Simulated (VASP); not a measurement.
# Na: single point with PBEsol

Na:

```
CELL_PARAMETERS angstrom
-2.13868 2.13868 2.11750
2.13868 -2.13868 2.11750
2.13868 2.13868 -2.11750
ATOMIC_POSITIONS crystal
Na 0.00000 0.00000 0.00000
```

This cell differs from its parent crystal: equal xx and yy strain of +1 %.

* Program: VASP 6.6.1
* Task: single point
* Functional: PBEsol
* Potentials or basis: VASP PAW PBE potentials, release 64 (Na_pv)
* Cutoff: 520 eV
* k mesh: 12 × 12 × 12
* Occupations: fermi-dirac, width 0.05 eV
* Spin: no spin polarisation

The pressure is -0.5 GPa.

Levels at points of the mesh, in eV from the Fermi level:
```
           k point  band 1  band 2  band 3  band 4  band 5  band 6  band 7  band 8  band 9
(0.00, 0.00, 0.00)  -24.79  -24.79  -24.79   -3.15   11.39   11.53   11.53   12.39   12.54
(0.50, 0.00, 0.00)  -24.82  -24.80  -24.79    0.78    1.23    8.01    8.85    9.00   10.08
(0.50, 0.50, 0.00)  -24.82  -24.80  -24.79    0.75    1.18    8.14    8.98    9.13   10.15
(0.50, 0.50, 0.50)  -24.81  -24.81  -24.81    4.44    4.52    4.72    4.72    4.89    7.44
```

Wall time 20 s on 1 thread of Intel(R) Xeon(R) Platinum 8488C (Sapphire Rapids) (shared host), peak memory 0.18 GiB.

Caveat: the cell differs from its parent crystal (equal xx and yy strain of +1 %); the PAW data sets were made with another functional, which shifts forces and pressure a little.
